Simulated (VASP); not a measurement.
# GaAs: relaxation of cell and atoms with PBEsol

GaAs:

```xyz
2
Lattice="2.8291 2.8291 0.0000 -2.8291 2.8291 0.0000 0.0000 2.8291 2.8291" Properties=species:S:1:pos:R:3 pbc="T T T"
Ga    0.0000    0.0000    0.0000
As    1.4146    4.2437    1.4146
```

```json
{
 "Program": "VASP 6.6.1",
 "Task": "relaxation of cell and atoms",
 "Functional": "PBEsol",
 "Potentials or basis": "VASP PAW PBE potentials, release 64 (Ga_d, As)",
 "Cutoff": "600 eV",
 "k mesh": "8 × 8 × 8",
 "Occupations": "gaussian, width 0.01 eV",
 "Spin": "no spin polarisation",
 "Target pressure": "-2 GPa",
 "Dipole correction": "no",
 "Further INCAR settings": "ALGO = Normal; EDIFF = 1e-06; IBRION = 2; EDIFFG = -0.002; NSW = 100; ISIF = 3"
}
```

```
Relaxed volume                                             : 23.40 Å³/atom
Relaxed cell                                               : a = 4.045 Å, b = 4.045 Å, c = 4.045 Å, α = 60.00°, β = 60.00°, γ = 90.00°
Space group after relaxing (to 0.1 Å)                      : F-43m (No. 216)
Energy change on relaxing (the run minimises the enthalpy) : +4.5 meV/atom
Ionic steps                                                : 9
Pressure after relaxing                                    : -2.0 GPa
Band gap on the k mesh                                     : 0.19 eV
```

The path:
```csv
step,energy change (eV),largest force (eV/Å),pressure (GPa),volume (Å³)
1,0.0000,0.0000,0.14,45.29
2,0.0161,0.0000,-2.59,47.30
3,0.0092,0.0000,-1.94,46.82
4,0.0097,0.0000,-2.09,46.86
5,0.0087,0.0000,-1.95,46.78
6,0.0091,0.0000,-2.02,46.81
7,0.0090,0.0000,-1.96,46.80
8,0.0090,0.0000,-2.04,46.81
9,0.0090,0.0000,-2.01,46.81
```

Final structure:
```
Ga As
1.0
     2.86037    2.86037    0.00000
    -2.86037    2.86037    0.00000
     0.00000    2.86037    2.86037
Ga As
1 1
Direct
  0.00000 0.00000 0.00000
  0.75000 0.25000 0.50000
```

Levels at points of the mesh, in eV from the valence-band top:
| k point | band 7 | band 8 | band 9 | band 10 | band 11 | band 12 |
| --- | --- | --- | --- | --- | --- | --- |
| (0.00, 0.00, 0.00) | 0.00 | 0.00 | 0.00 | 0.19 | 3.68 | 3.68 |
| (0.50, 0.00, 0.00) | -6.49 | -1.10 | -1.10 | 0.83 | 4.57 | 4.57 |
| (0.50, 0.50, 0.00) | -6.69 | -2.58 | -2.58 | 1.41 | 1.59 | 9.85 |

Wall time 38 s on 1 thread of Intel(R) Xeon(R) 6975P-C (Granite Rapids) (shared host), peak memory 0.19 GiB.

Caveat: the cell is relaxed towards a set pressure, so the run minimises the enthalpy, not the energy; the PAW data sets were made with another functional, which shifts forces and pressure a little. Zero-point motion and thermal expansion aren't in these numbers.
